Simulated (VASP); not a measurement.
# SnPHO3 (Cc) in VASP: a series of runs

The runs below take SnPHO3 through electric field gradients, with PBE, r2SCAN.

Everything below comes from runs of VASP 6.6.1. Logs are shortened: lines on timing, memory, paths and dates and some standing lists are left out, and cuts for length are marked.

## (1) The cell of the first run

The structure is monoclinic, space group Cc (No. 9). Conventional cell: a = 7.076 Å, b = 12.347 Å, c = 4.682 Å, α = 90.00°, β = 120.93°, γ = 90.00°. Within 2.8 Å of Sn (site symmetry 1) lie 3 O at 2.12 to 2.19 Å. H (site symmetry 1) has 1 P at 1.24 Å within 1.7 Å. Within 1.7 Å of P (site symmetry 1) lie 1 H at 1.24 Å and 3 O at 1.52 to 1.53 Å. O (site symmetry 1) has 1 P at 1.52 Å within 2.0 Å. Within 2.0 Å of O (site symmetry 1) lie 1 P at 1.53 Å. Within 2.0 Å of O (site symmetry 1) lie 1 P at 1.52 Å.

## (2) Electric field gradients, PBE

INCAR

```
SYSTEM = SnPHO3
PREC = Accurate
ENCUT = 520
EDIFF = 1E-8
ISMEAR = -1
SIGMA = 0.02
LREAL = .FALSE.
LASPH = .TRUE.
NELM = 100
ALGO = Normal
ISIF = 2
LWAVE = .FALSE.
LCHARG = .FALSE.
GGA = PE
LEFG = .TRUE.
NBANDS = 50
```

KPOINTS

```
regular mesh
0
G
  4 4 6
  0 0 0
```

POSCAR

```
SnPHO3
1.0
    3.5378500000     -6.1734000000      0.0000000000
    3.5378500000      6.1734000000      0.0000000000
   -2.4064500000      0.0000000000      4.0161100000
Sn H P O
2 2 2 6
Direct
    0.2439200000      0.9731600000      0.0717300000
    0.9731600000      0.2439200000      0.5717300000
    0.7237000000      0.5669000000      0.0904000000
    0.5669000000      0.7237000000      0.5904000000
    0.6355600000      0.3572400000      0.8922000000
    0.3572400000      0.6355600000      0.3922000000
    0.4043000000      0.2457000000      0.5828000000
    0.2457000000      0.4043000000      0.0828000000
    0.8547000000      0.4179000000      0.8269000000
    0.4179000000      0.8547000000      0.3269000000
    0.5913000000      0.2049000000      0.0791000000
    0.2049000000      0.5913000000      0.5791000000
```

Potentials or basis: VASP PAW PBE potentials, release 64 (Sn_d, H, P, O).

Command:

```sh
> cat potpaw_PBE.64/Sn_d/POTCAR potpaw_PBE.64/H/POTCAR potpaw_PBE.64/P/POTCAR potpaw_PBE.64/O/POTCAR > POTCAR
> mpirun -np 1 vasp_std > vasp.out
```

OUTCAR:

```text
SYSTEM = SnPHO3
   PREC = Accurate
   ENCUT = 520
   EDIFF = 1E-8
   ISMEAR = -1
   LREAL = .FALSE.
   LASPH = .TRUE.
   NELM = 100
   ISIF = 2
   GGA = PE

 ion  position               nearest neighbor table
   1  0.244  0.973  0.072-  10 2.12  11 2.15   7 2.19   5 3.26
   2  0.973  0.244  0.572-   9 2.12  12 2.15   8 2.19   6 3.26
   3  0.724  0.567  0.090-   5 1.24
   4  0.567  0.724  0.590-   6 1.24
   5  0.636  0.357  0.892-   3 1.24   7 1.52  11 1.52   9 1.53   1 3.26
   6  0.357  0.636  0.392-   4 1.24   8 1.52  12 1.52  10 1.53   2 3.26
   7  0.404  0.246  0.583-   5 1.52   1 2.19
   8  0.246  0.404  0.083-   6 1.52   2 2.19
   9  0.855  0.418  0.827-   5 1.53   2 2.12
  10  0.418  0.855  0.327-   6 1.53   1 2.12
  11  0.591  0.205  0.079-   5 1.52   1 2.15
  12  0.205  0.591  0.579-   6 1.52   2 2.15

  LATTYP: Found a base centered monoclinic cell.
 ALAT       =     7.0757000000
 B/A-ratio  =     1.7449580960
 C/A-ratio  =     0.6616864814
 COS(beta)  =    -0.5139905917

  Lattice vectors:

 A1 = (   3.5378500000,  -6.1734000000,   0.0000000000)
 A2 = (   3.5378500000,   6.1734000000,   0.0000000000)
 A3 = (  -2.4064500000,   0.0000000000,   4.0161100000)

Analysis of symmetry for initial positions (statically):
=====================================================================
 Subroutine PRICEL returns:
 Original cell was already a primitive cell.

 Routine SETGRP: Setting up the symmetry group for a
 base centered monoclinic supercell.

 Subroutine GETGRP returns: Found  2 space group operations
 (whereof  1 operations were pure point group operations)
 out of a pool of  4 trial point group operations.

The static configuration has the point symmetry C_1 .
 The point group associated with its full space group is C_1h.

Analysis of symmetry for dynamics (positions and initial velocities):
=====================================================================
 Subroutine PRICEL returns:
 Original cell was already a primitive cell.

 Routine SETGRP: Setting up the symmetry group for a
 base centered monoclinic supercell.

 Subroutine GETGRP returns: Found  2 space group operations
 (whereof  1 operations were pure point group operations)
 out of a pool of  4 trial point group operations.

The dynamic configuration has the point symmetry C_1 .
 The point group associated with its full space group is C_1h.

 Subroutine INISYM returns: Found  2 space group operations
 (whereof  1 operations are pure point group operations),
 and found     1 'primitive' translations

----------------------------------------------------------------------------------------

                                     Primitive cell

  volume of cell :     175.4282

  direct lattice vectors                    reciprocal lattice vectors
     3.537850000 -6.173400000  0.000000000     0.141328773 -0.080992646  0.084684091
     3.537850000  6.173400000  0.000000000     0.141328773  0.080992646  0.084684091
    -2.406450000  0.000000000  4.016110000     0.000000000  0.000000000  0.248997164

  length of vectors
     7.115282860  7.115282860  4.681895037     0.183589287  0.183589287  0.248997164

  position of ions in fractional coordinates (direct lattice)
     0.243920000  0.973160000  0.071730000
     0.973160000  0.243920000  0.571730000
     0.723700000  0.566900000  0.090400000
     0.566900000  0.723700000  0.590400000
     0.635560000  0.357240000  0.892200000
     0.357240000  0.635560000  0.392200000
     0.404300000  0.245700000  0.582800000
     0.245700000  0.404300000  0.082800000
     0.854700000  0.417900000  0.826900000
     0.417900000  0.854700000  0.326900000
     0.591300000  0.204900000  0.079100000
     0.204900000  0.591300000  0.579100000

  ion indices of the primitive-cell ions
   primitive index   ion index
[... 105 lines left out ...]
  volume/ion in A,a.u.               =      14.62        98.65
  Fermi-wavevector in a.u.,A,eV,Ry     =   1.238738  2.340876 20.877766  1.534472
  Thomas-Fermi vector in A             =   2.373251
   LORBIT       =      0    0 simple, 1 ext, 2 COOP (PROOUT), +10 PAW based schemes
   GGA     = PE    functional components
   LHFCALC =     F    Hartree Fock is set to
   AEXX    =    0.0000 exact exchange contribution
   IVDW    =     0    specifies the selected vdW correction
   LEPSILON=     F    determine dielectric tensor
   LRPA    =     F    only Hartree local field effects (RPA)
 non-spin polarized calculation
  energy-cutoff  :      520.00
  volume of cell :      175.43
 maximum number of plane-waves:      4741
 NGX is ok and might be reduce to    54
   NGX = 27   NGY = 27   NGZ = 17

 number of electron      75.9999996 magnetization

 Free energy of the ion-electron system (eV)
  ---------------------------------------------------
  ext. energy  EPLUGINS =         0.00000000
  ---------------------------------------------------
  free energy    TOTEN  =       -72.18190437 eV

  energy without entropy =      -72.18190437  energy(sigma->0) =      -72.18190437

 E-fermi :   3.1384     XC(G=0):  -8.9439

 val. band max:        2.6607352803   @ k =   0.0000   0.0000   0.0000
 cond. band min:       6.2981580655   @ k =   0.0000   0.0000   0.5000
 fundamental gap:      3.6374227852
 Fermi energy:         3.1383838922

 k-point     1 :       0.0000    0.0000    0.0000
  band No.  band energies     occupation
      1     -18.4145      2.00000
      2     -18.3522      2.00000
      3     -17.7221      2.00000
      4     -17.7185      2.00000
      5     -17.6716      2.00000
      6     -17.4416      2.00000
[... 1261 lines left out ...]
     49      11.3906      0.00000
     50      11.5628      0.00000

 [... further k-points ...]

------------------------ aborting loop because EDIFF is reached ----------------------------------------

  FORCE on cell =-STRESS in cart. coord.  units (eV):
  Direction    XX          YY          ZZ          XY          YZ          ZX
  --------------------------------------------------------------------------------------
  -------------------------------------------------------------------------------------
  Total        8.8157347     11.1123236     11.1157190      0.0000000      0.0000000      2.3740202
  in kB       80.5136782    101.4883135    101.5193231      0.0000000      0.0000000     21.6818112
  external PRESSURE =      94.5071049 kB  Pullay stress =       0.0000000 kB

 VOLUME and BASIS-vectors are now :
 -----------------------------------------------------------------------------
  energy-cutoff  :      520.00
  volume of cell :      175.43
      direct lattice vectors                 reciprocal lattice vectors
     3.537850000 -6.173400000  0.000000000     0.141328773 -0.080992646  0.084684091
     3.537850000  6.173400000  0.000000000     0.141328773  0.080992646  0.084684091
    -2.406450000  0.000000000  4.016110000     0.000000000  0.000000000  0.248997164

 POSITION                                       TOTAL-FORCE (eV/Angst)
 -----------------------------------------------------------------------------------
      4.13323      4.50189      0.28808        -0.272725      0.189769     -0.361176
      2.93001     -4.50189      2.29613        -0.272725     -0.189769     -0.361176
      4.34841     -0.96799      0.36306         2.224103      3.931442      3.452421
      3.14518      0.96799      2.37111         2.224103     -3.931442      3.452421
      1.36534     -1.71818      3.58317        -1.367143     -3.397385     -3.087145
      2.56857      1.71818      1.57512        -1.367143      3.397385     -3.087145
      0.89712     -0.97910      2.34059        -0.183053      0.755592     -0.336198
      2.10035      0.97910      0.33253        -0.183053     -0.755592     -0.336198
      2.51237     -2.69654      3.32092         0.346055     -0.361639     -0.172948
      3.71560      2.69654      1.31287         0.346055      0.361639     -0.172948
      2.62649     -2.38540      0.31767        -0.747237     -0.541349      0.505047
      1.42326      2.38540      2.32573        -0.747237      0.541349      0.505047
 -----------------------------------------------------------------------------------
    total drift:                                0.000232     -0.000000     -0.000046

  FREE ENERGIE OF THE ION-ELECTRON SYSTEM (eV)
  ---------------------------------------------------
  free  energy   TOTEN  =       -72.1819043719 eV

  energy  without entropy=      -72.1819043719  energy(sigma->0) =      -72.18190437

 Electric field gradients (V/A^2)
---------------------------------------------------------------------
 ion       V_xx      V_yy      V_zz      V_xy      V_xz      V_yz
---------------------------------------------------------------------
   1      20.939     9.228   -30.167    77.884   -89.285   157.020
   2      20.939     9.228   -30.167   -77.884   -89.285  -157.020
   3      -6.957     2.666     4.291    15.936    16.498    22.181
   4      -6.957     2.666     4.291   -15.936    16.498   -22.181
   5       7.246     5.172   -12.418   -25.464   -25.748   -28.078
   6       7.246     5.172   -12.418    25.464   -25.748    28.078
   7     -45.624   -19.273    64.897   -16.623    35.618   -26.430
   8     -45.624   -19.273    64.897    16.623    35.618    26.430
   9      21.159    23.402   -44.561   -56.172   -12.740    35.632
  10      21.159    23.402   -44.561    56.172   -12.740   -35.632
  11      54.062   -21.414   -32.648    13.404   -40.236   -29.549
  12      54.062   -21.414   -32.648   -13.404   -40.236    29.549
---------------------------------------------------------------------

 Electric field gradients after diagonalization (V/A^2)
 (convention: |V_zz| > |V_xx| > |V_yy|)
----------------------------------------------------------------------
 ion       V_xx      V_yy      V_zz     asymmetry (V_yy - V_xx)/ V_zz
----------------------------------------------------------------------
   1     147.787    77.861  -225.647       0.310
   2     147.787    77.861  -225.647       0.310
   3     -18.795   -18.712    37.507       0.002
   4     -18.795   -18.712    37.507       0.002
   5      31.743    22.349   -54.091       0.174
   6      31.743    22.349   -54.091       0.174
   7     -58.336   -25.819    84.154       0.386
   8     -58.336   -25.819    84.154       0.386
   9     -61.930   -25.615    87.545       0.415
  10     -61.930   -25.615    87.545       0.415
  11     -62.326   -13.356    75.682       0.647
  12     -62.326   -13.356    75.682       0.647
----------------------------------------------------------------------

           NMR quadrupolar parameters

 Cq : quadrupolar parameter    Cq=e*Q*V_zz/h
 eta: asymmetry parameters     (V_yy - V_xx)/ V_zz
 Q  : nuclear electric quadrupole moment in mb (millibarn)
----------------------------------------------------------------------
 ion       Cq(MHz)       eta       Q (mb)
----------------------------------------------------------------------
   1      -0.546       0.310       1.000
   2      -0.546       0.310       1.000
   3       0.091       0.002       1.000
   4       0.091       0.002       1.000
   5      -0.131       0.174       1.000
   6      -0.131       0.174       1.000
   7       0.203       0.386       1.000
   8       0.203       0.386       1.000
   9       0.212       0.415       1.000
  10       0.212       0.415       1.000
  11       0.183       0.647       1.000
  12       0.183       0.647       1.000
----------------------------------------------------------------------
```

It took 9.9 min on 1 thread of Intel Xeon Platinum 8488C (Sapphire Rapids), shared host; peak memory 0.47 GiB.

What came out:

- Free energy: -72.1819 eV
- Pressure: 9.5 GPa
- Largest force: 5.685 eV/Å
- Band gap on the k mesh: 3.64 eV (least direct gap 3.91 eV)
- Largest electric field gradient by atom: Sn -225.6; H +37.5; P -54.1; O +84.2, +87.5, +75.7 (each value once) V/Å²

Forces in eV/Å, atoms in the order of the input:
```
Sn  -0.273  0.190 -0.361
Sn  -0.273 -0.190 -0.361
H    2.224  3.931  3.452
H    2.224 -3.931  3.452
P   -1.367 -3.397 -3.087
P   -1.367  3.397 -3.087
O   -0.183  0.756 -0.336
O   -0.183 -0.756 -0.336
O    0.346 -0.362 -0.173
O    0.346  0.362 -0.173
O   -0.747 -0.541  0.505
O   -0.747  0.541  0.505
```

Electric field gradients, principal values (V/Å²):
```
atom    least   middle  greatest (by size)
1 Sn   77.861  147.787            -225.647
2 Sn   77.861  147.787            -225.647
 3 H  -18.712  -18.795              37.507
 4 H  -18.712  -18.795              37.507
 5 P   22.349   31.743             -54.091
 6 P   22.349   31.743             -54.091
 7 O  -25.819  -58.336              84.154
 8 O  -25.819  -58.336              84.154
 9 O  -25.615  -61.930              87.545
10 O  -25.615  -61.930              87.545
11 O  -13.356  -62.326              75.682
12 O  -13.356  -62.326              75.682
```

Caveat: the cell stands under pressure; without QUAD_EFG the Cq values of the log hold for a quadrupole moment of 1 mb, not for the nuclei; spin-orbit coupling is left out, which moves the levels of the heavy elements; forces of over 1 eV/Å act on the atoms, so gaps and moduli don't describe the material at rest.

[end of part 1 of 2]
